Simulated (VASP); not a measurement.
# Ni (Pm-3m) in VASP: a series of runs

Runs on Ni. Level: revPBE. Tasks: single point.

Everything below comes from runs of VASP 6.6.1. Logs are shortened: lines on timing, memory, paths and dates and some standing lists are left out, and cuts for length are marked.

### 1 The cell of the first run

The structure is cubic, space group Pm-3m (No. 221). The conventional cell has a = 2.432 Å, b = 2.432 Å, c = 2.432 Å, α = 90.00°, β = 90.00°, γ = 90.00°. Ni (site symmetry m-3m) has 6 Ni at 2.43 Å within 3.2 Å.

This isn't the form of Ni at room conditions, which is fcc.

### 2 Single point, revPBE, collinear spin, ferromagnetic start (14.39 Å³/atom)

Input file INCAR:

```
PREC = Accurate
ENCUT = 520
EDIFF = 1E-6
ISMEAR = -1
SIGMA = 0.05
LREAL = False
LASPH = True
NELM = 150
ALGO = Normal
ISIF = 2
LWAVE = False
LCHARG = False
ISPIN = 2
MAGMOM = -0.625 -0.625
LORBIT = 11
LMAXMIX = 4
GGA = RE
NBANDS = 21
```

Input file KPOINTS:

```
regular mesh
0
Gamma
  13 13 13
```

Input file POSCAR:

```
Ni
1.0
    0.0000000000      2.4323083595      2.4323083595
    2.4323083595      0.0000000000      2.4323083595
    2.4323083595      2.4323083595      0.0000000000
Ni
2
Direct
    0.0000000000      0.0000000000      0.0000000000
    0.5000000000      0.5000000000      0.5000000000
```

Potentials or basis: VASP PAW PBE potentials, release 64 (Ni).

Command:

```bash
> cat potpaw_PBE.64/Ni/POTCAR > POTCAR
> mpirun -np 1 vasp_std > vasp.out
```

OUTCAR:

```text
PREC = Accurate
   ENCUT = 520
   EDIFF = 1E-6
   ISMEAR = -1
   LREAL = False
   LASPH = True
   NELM = 150
   ISIF = 2
   ISPIN = 2
   LORBIT = 11
   GGA = RE

 ion  position               nearest neighbor table
   1  0.000  0.000  0.000-   2 2.43   2 2.43   2 2.43   2 2.43   2 2.43   2 2.43
   2  0.500  0.500  0.500-   1 2.43   1 2.43   1 2.43   1 2.43   1 2.43   1 2.43

  LATTYP: Found a face centered cubic cell.
 ALAT       =     4.8646167190

  Lattice vectors:

 A1 = (   0.0000000000,   2.4323083595,   2.4323083595)
 A2 = (   2.4323083595,   0.0000000000,   2.4323083595)
 A3 = (   2.4323083595,   2.4323083595,   0.0000000000)

Analysis of symmetry for initial positions (statically):
=====================================================================
 Subroutine PRICEL returns following result:

  LATTYP: Found a simple cubic cell.
 ALAT       =     2.4323083595
[... 12 lines left out ...]
 Subroutine GETGRP returns: Found 48 space group operations
 (whereof 48 operations were pure point group operations)
 out of a pool of 48 trial point group operations.

The static configuration has the point symmetry O_h .

Analysis of symmetry for dynamics (positions and initial velocities):
=====================================================================
 Subroutine PRICEL returns following result:

  LATTYP: Found a simple cubic cell.
 ALAT       =     2.4323083595
[... 12 lines left out ...]
 Subroutine GETGRP returns: Found 48 space group operations
 (whereof 48 operations were pure point group operations)
 out of a pool of 48 trial point group operations.

The dynamic configuration has the point symmetry O_h .

Analysis of structural, dynamic, and magnetic symmetry:
=====================================================================
 Subroutine PRICEL returns following result:

  LATTYP: Found a simple cubic cell.
 ALAT       =     2.4323083595
[... 12 lines left out ...]
 Subroutine GETGRP returns: Found 48 space group operations
 (whereof 48 operations were pure point group operations)
 out of a pool of 48 trial point group operations.

The overall configuration has the point symmetry O_h .

 Subroutine INISYM returns: Found 48 space group operations
 (whereof 48 operations are pure point group operations),
 and found     2 'primitive' translations

----------------------------------------------------------------------------------------

                                     Primitive cell

[... 107 lines left out ...]
     AMIX     =   0.40;   BMIX     =  1.00
     AMIX_MAG =   1.60;   BMIX_MAG =  1.00
  volume/ion in A,a.u.               =      14.39        97.11
  Fermi-wavevector in a.u.,A,eV,Ry     =   1.450072  2.740239 28.609086  2.102708
  Thomas-Fermi vector in A             =   2.567726
   LORBIT       =     11    0 simple, 1 ext, 2 COOP (PROOUT), +10 PAW based schemes
   GGA     = RE    functional components
   LHFCALC =     F    Hartree Fock is set to
   AEXX    =    0.0000 exact exchange contribution
   IVDW    =     0    specifies the selected vdW correction
   LEPSILON=     F    determine dielectric tensor
   LRPA    =     F    only Hartree local field effects (RPA)
 spin polarized calculation
  energy-cutoff  :      520.00
  volume of cell :       28.78
 maximum number of plane-waves:       791
 NGX is ok and might be reduce to    28
   NGX = 13   NGY = 13   NGZ = 13

 number of electron      19.9999998 magnetization      -1.5635835

 Free energy of the ion-electron system (eV)
  ---------------------------------------------------
  ext. energy  EPLUGINS =         0.00000000
  ---------------------------------------------------
  free energy    TOTEN  =        -8.68456755 eV

  energy without entropy =       -8.64494897  energy(sigma->0) =       -8.66475826

 E-fermi :   6.0935     XC(G=0): -11.5015

 val. band max:        6.0929099028   @ k =   0.2308   0.2308   0.0000
 cond. band min:       6.0997108676   @ k =  -0.3077   0.4615   0.2308
 fundamental gap:      0.0068009648
 Fermi energy:         6.0934888568

 spin component 1

 k-point     1 :       0.0000    0.0000    0.0000
  band No.  band energies     occupation
      1      -1.1281      1.00000
      2       3.5628      1.00000
      3       3.5628      1.00000
      4       3.8756      1.00000
      5       3.8756      1.00000
      6       3.8756      1.00000
[... 565 lines left out ...]
     20      30.3687      0.00000
     21      30.6136      0.00000

 [... further k-points ...]

 spin component 2

 k-point     1 :       0.0000    0.0000    0.0000
  band No.  band energies     occupation
      1      -1.1319      1.00000
      2       2.8552      1.00000
      3       2.8552      1.00000
      4       3.1687      1.00000
      5       3.1687      1.00000
      6       3.1687      1.00000
[... 565 lines left out ...]
     20      30.3162      0.00000
     21      30.5704      0.00000

 [... further k-points ...]

------------------------ aborting loop because EDIFF is reached ----------------------------------------

  FORCE on cell =-STRESS in cart. coord.  units (eV):
  Direction    XX          YY          ZZ          XY          YZ          ZX
  --------------------------------------------------------------------------------------
  -------------------------------------------------------------------------------------
  Total       -1.7464366     -1.7464366     -1.7464366     -0.0000000     -0.0000000      0.0000000
  in kB      -97.2249037    -97.2249037    -97.2249037     -0.0000000     -0.0000000      0.0000000
  external PRESSURE =     -97.2249037 kB  Pullay stress =       0.0000000 kB

 VOLUME and BASIS-vectors are now :
 -----------------------------------------------------------------------------
  energy-cutoff  :      520.00
  volume of cell :       28.78
      direct lattice vectors                 reciprocal lattice vectors
     0.000000000  2.432308359  2.432308359    -0.205566041  0.205566041  0.205566041
     2.432308359  0.000000000  2.432308359     0.205566041 -0.205566041  0.205566041
     2.432308359  2.432308359  0.000000000     0.205566041  0.205566041 -0.205566041

 POSITION                                       TOTAL-FORCE (eV/Angst)
 -----------------------------------------------------------------------------------
      0.00000      0.00000      0.00000         0.000000      0.000000     -0.000000
      2.43231      2.43231      2.43231        -0.000000     -0.000000      0.000000
 -----------------------------------------------------------------------------------
    total drift:                                0.000000      0.000000      0.000000

  FREE ENERGIE OF THE ION-ELECTRON SYSTEM (eV)
  ---------------------------------------------------
  free  energy   TOTEN  =        -8.6845675487 eV

  energy  without entropy=       -8.6449489733  energy(sigma->0) =       -8.66475826

 total charge

# of ion       s       p       d       tot
------------------------------------------
    1        0.463   0.307   8.300   9.070
    2        0.463   0.307   8.300   9.070
--------------------------------------------------
tot          0.926   0.615  16.600  18.141

 magnetization (x)

# of ion       s       p       d       tot
------------------------------------------
    1        0.002   0.005  -0.802  -0.796
    2        0.002   0.005  -0.802  -0.796
--------------------------------------------------
tot          0.003   0.010  -1.604  -1.591
```

OSZICAR:

```text
N       E                     dE             d eps       ncg     rms          rms(c)
DAV:   1     0.101348622965E+03    0.10135E+03   -0.85684E+03  7384   0.120E+03
DAV:   2    -0.442366098874E+01   -0.10577E+03   -0.97816E+02  7196   0.225E+02
DAV:   3    -0.100096113476E+02   -0.55860E+01   -0.53240E+01  8084   0.605E+01
DAV:   4    -0.100908368179E+02   -0.81225E-01   -0.81142E-01  8121   0.689E+00
DAV:   5    -0.100931759066E+02   -0.23391E-02   -0.23390E-02  8082   0.112E+00    0.107E+01
DAV:   6    -0.960650889536E+01    0.48667E+00   -0.78010E+00  8197   0.524E+01    0.102E+01
DAV:   7    -0.869652190137E+01    0.90999E+00   -0.23193E+00  8129   0.248E+01    0.197E+00
DAV:   8    -0.868723772241E+01    0.92842E-02   -0.17217E-02  8585   0.109E+00    0.121E+00
DAV:   9    -0.868500154745E+01    0.22362E-02   -0.12908E-03  9755   0.436E-01    0.435E-01
DAV:  10    -0.868458445704E+01    0.41709E-03   -0.73279E-04  8871   0.377E-01    0.125E-01
DAV:  11    -0.868457917690E+01    0.52801E-05   -0.79270E-05  7985   0.637E-02    0.832E-02
DAV:  12    -0.868456678636E+01    0.12391E-04   -0.30351E-05  9700   0.836E-02    0.277E-02
DAV:  13    -0.868456754874E+01   -0.76238E-06   -0.24504E-06  6227   0.162E-02
   1 F= -.86845675E+01 E0= -.86647583E+01  d E =-.396186E-01  mag=    -1.5613
```

Run time: 96 s. Hardware: 1 thread of Intel Xeon Platinum 8259CL at 2.50GHz (Skylake/Cascade Lake), shared host; peak memory 0.22 GiB.

Results:

```yaml
Free_energy: -8.6846 eV
Pressure: -9.7 GPa
Net_moment: -1.56 μB per cell
Site_moments: Ni -0.80 μB
Valence_electrons_inside_the_program's_atomic_spheres: Ni 9.07
```

Caveat: the cell stands under tension; the PAW data sets were made with another functional, which shifts forces and pressure a little.

### 3 Single point, revPBE, collinear spin, ferromagnetic start (11.38 Å³/atom)

Edit INCAR of step 2 so:

```diff
@@ -13,3 +13,3 @@
 ISPIN = 2
-MAGMOM = -0.625 -0.625
+MAGMOM = 0.634
 LORBIT = 11
@@ -17,2 +17,2 @@
 GGA = RE
-NBANDS = 21
+NBANDS = 15
```

Input file KPOINTS:

```
Automatic mesh
0
Gamma
  15 15 15
```

Input file POSCAR:

```
Ni
1.0
    2.2491473213      0.0000000000      0.0000000000
    0.0000000000      2.2491473213      0.0000000000
    0.0000000000      0.0000000000      2.2491473213
Ni
1
Direct
    0.0000000000      0.0000000000      0.0000000000
```

Potentials or basis: VASP PAW PBE potentials, release 64 (Ni).

Command:

```bash
> cat potpaw_PBE.64/Ni/POTCAR > POTCAR
> mpirun -np 1 vasp_std > vasp.out
```

Wall time 35 s (1 thread of Intel Xeon 8259CL, shared host); peak memory 0.15 GiB.

It converged, with:

| Item | Value |
| --- | --- |
| Free energy | -4.2944 eV |
| Pressure | 22.4 GPa |
| Net moment | 0.40 μB per cell |
| Site moments | Ni +0.40 μB |
| Valence electrons inside the program's atomic spheres | Ni 9.41 |

Levels at points of the mesh, in eV from the Fermi level:
Spin up:
```
           k point  band 2  band 3  band 4  band 5  band 6  band 7  band 8  band 9
(0.00, 0.00, 0.00)   -3.96   -3.96   -0.26   -0.26   -0.26   20.71   20.71   20.71
```
Spin down:
| k point | band 2 | band 3 | band 4 | band 5 | band 6 | band 7 | band 8 | band 9 |
| --- | --- | --- | --- | --- | --- | --- | --- | --- |
| (0.00, 0.00, 0.00) | -3.68 | -3.68 | 0.28 | 0.28 | 0.28 | 20.77 | 20.77 | 20.77 |

Caveat: the cell stands under pressure; the PAW data sets were made with another functional, which shifts forces and pressure a little.
